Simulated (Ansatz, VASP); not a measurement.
## RbLi in VASP and in Ansatz

```
CELL_PARAMETERS angstrom
4.50308 0.00000 0.00000
0.00000 4.50308 0.00000
0.00000 0.00000 5.10641
ATOMIC_POSITIONS crystal
Rb 0.50000 0.50000 0.50000
Li 0.00000 0.00000 0.00000
```

Alike in both runs: task relaxation of cell and atoms; functional PBE; k mesh 12 × 12 × 12; occupations gaussian, width 0.1 eV; no spin polarisation.

|  | VASP | Ansatz |
| --- | --- | --- |
| version | VASP 6.6.1 | Ansatz 0.2.0 |
| potentials or method | VASP PAW PBE potentials, release 64 (Rb_sv, Li_sv), cutoff 600 eV | scalar-relativistic, plane waves, PAW |
| valence electrons in the cell | 12 | 12 |

```tsv
	VASP	Ansatz	Ansatz less VASP
gap on the k mesh at the Fermi level, each at its own relaxed structure (eV)	none	none	-
relaxed volume (Å³/atom)	53.45	53.63	+0.187
relaxed cell length with the largest relative difference (Å)	4.703	4.712	+0.0081
```

A gap of «none» marks a metal or a gap that the smearing closes.

Noted on VASP's run: the cutoff is short for stress, so the pressure is rough.
